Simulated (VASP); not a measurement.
Here is a VASP 6.6.1 calculation.

Contents of INCAR:

```
SYSTEM = MoSe2
PREC = Accurate
ENCUT = 500
EDIFF = 1E-6
ISMEAR = 0
SIGMA = 0.02
LREAL = .FALSE.
LASPH = .TRUE.
NELM = 120
ALGO = Normal
ISIF = 2
LWAVE = .FALSE.
LCHARG = .FALSE.
GGA = PE
IVDW = 12
NBANDS = 35
GGA_COMPAT = .FALSE.
```

File KPOINTS:

```
regular mesh
0
G
  9 9 2
  0 0 0
```

POSCAR

```
MoSe2
1.0
    3.2767014584      0.0000000000      0.0000000000
   -1.6383507292      2.8377067036      0.0000000000
    0.0000000000      0.0000000000     12.7315167741
Mo Se
2 4
Direct
    0.3333333333      0.6666666667      0.2500000000
    0.6666666667      0.3333333333      0.7500000000
    0.3333333333      0.6666666667      0.6184947776
    0.6666666667      0.3333333333      0.1184947776
    0.3333333333      0.6666666667      0.8815052224
    0.6666666667      0.3333333333      0.3815052224
```

Potentials or basis: VASP PAW PBE potentials, release 64 (Mo_sv, Se).

Command:

```console
$ cat potpaw_PBE.64/Mo_sv/POTCAR potpaw_PBE.64/Se/POTCAR > POTCAR
$ mpirun -np 1 vasp_std > vasp.out
```

(1) What does it give for the dispersion energy per atom?

(2) What does it give for the band gap on the k mesh?

## Answers

(1) -0.479 eV.

(2) 0.85 eV, indirect (least direct gap 1.46 eV).
